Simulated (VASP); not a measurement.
Input of a VASP 6.6.1 run:

File POSCAR:

```
TaO
1.0
    3.0661100000      0.0000000000      0.0000000000
   -1.5330600000      2.6553300000      0.0000000000
    0.0000000000      0.0000000000      3.8550200000
Ta O
1 1
Direct
    0.0000000000      0.0000000000      0.5000000000
    0.0000000000      0.0000000000      0.0000000000
```

The input INCAR.step1:

```
  PREC = Accurate
  ENCUT = 520
  EDIFF = 1E-5
  ISMEAR = -1
  SIGMA = 0.05
  LREAL = False
  LASPH = True
  NELM = 120
  ALGO = Normal
  ISIF = 2
  LWAVE = True
  GGA = PE
  NBANDS = 16
  GGA_COMPAT = False
```

File INCAR.step2:

```
  PREC = Accurate
  ENCUT = 520
  EDIFF = 1E-6
  ISMEAR = -1
  SIGMA = 0.05
  LREAL = False
  LASPH = True
  NELM = 120
  ALGO = Normal
  ISIF = 2
  LWAVE = False
  LCHARG = True
  GGA = PS
  LHFCALC = True
  AEXX = 0.25
  HFSCREEN = 0.207
  PRECFOCK = Normal
  LELF = True
  LVHAR = True
  ISTART = 1
  NBANDS = 16
  GGA_COMPAT = False
```

File KPOINTS:

```
Automatic mesh
0
Gamma
  5 5 4
```

Potentials or basis: VASP PAW PBE potentials, release 64 (Ta_sv_GW, O).

Command:

```sh
$ cat potpaw_PBE.64/Ta_sv_GW/POTCAR potpaw_PBE.64/O/POTCAR > POTCAR
$ cp INCAR.step1 INCAR
$ mpirun -np 1 vasp_std > vasp.out
$ cp INCAR.step2 INCAR
$ mpirun -np 1 vasp_std > vasp.out
```

Task: What does it give for the band gap on the k mesh?

Result: Zero (an odd number of electrons rules out a gap without spin polarisation).

Task: Estimate the pressure.

Result: -10.7 GPa.

Stress tensor (GPa, compression positive):
```
 -6.27   0.00   0.00
  0.00  -6.27   0.00
  0.00   0.00 -19.66
```

Caveat: the k points lie up to 0.47 Å⁻¹ apart, too coarse for converged energies and pressures of a metal; the PAW data sets were made with another functional, which shifts forces and pressure a little; spin-orbit coupling is left out, which moves the levels of the heavy elements; an odd number of electrons without spin polarisation forces a metal; a magnetic or distorted state may lie lower.
